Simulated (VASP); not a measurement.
Set up this calculation in VASP 6.6.1, as the native input.

- Task: single point
- Functional: PBEsol
- Potentials or basis: VASP PAW PBE potentials, release 64 (Pt, Se)
- Cutoff: 520 eV
- k mesh: 6 × 6 × 6
- Occupations: fermi-dirac, width 0.02 eV
- Spin: no spin polarisation
- Dipole correction: no
- Further INCAR settings: ALGO = Normal; EDIFF = 1e-06; NBANDS = 18

The structure of PtSe2 lies in POSCAR:

```
PtSe2
1.0
    0.0000000000      3.0999784935      3.0999784935
    3.0999784935      0.0000000000      3.0999784935
    3.0999784935      3.0999784935      0.0000000000
Pt Se
1 2
Direct
    0.0000000000      0.0000000000      0.0000000000
    0.2500000000      0.2500000000      0.2500000000
    0.7500000000      0.7500000000      0.7500000000
```

These files were run (other wordings do the same):

INCAR

```
ALGO     = Normal         # electronic algorithm
EDIFF    = 1E-6           # SCF threshold, eV
ENCUT    = 520            # plane-wave cutoff, eV
GGA      = PS             # functional
ISIF     = 2              # what is computed and relaxed
ISMEAR   = -1             # smearing method
LASPH    = True           # aspherical terms in the spheres
LCHARG   = False          # write CHGCAR
LREAL    = False          # projectors in reciprocal space
LWAVE    = False          # write WAVECAR
NBANDS   = 18             # bands
NELM     = 80             # most SCF steps
PREC     = Accurate       # precision mode
SIGMA    = 0.02           # smearing width, eV
```

KPOINTS

```
k-points
0
Gamma
  6 6 6
```

Potentials or basis: VASP PAW PBE potentials, release 64 (Pt, Se).

Run with:

```console
$ cat potpaw_PBE.64/Pt/POTCAR potpaw_PBE.64/Se/POTCAR > POTCAR
$ mpirun -np 1 vasp_std > vasp.out
```

Results of the run:

```
Pressure               : 0.0 GPa
Band gap on the k mesh : zero (bands 11 and 12 overlap by 0.52 eV)
```

Caveat: the PAW data sets were made with another functional, which shifts forces and pressure a little; spin-orbit coupling is left out, which moves the levels of the heavy elements.

Run time: 15 s on 1 thread of Intel(R) Xeon(R) Platinum 8488C (Sapphire Rapids) (shared host), peak memory 0.2 GiB.
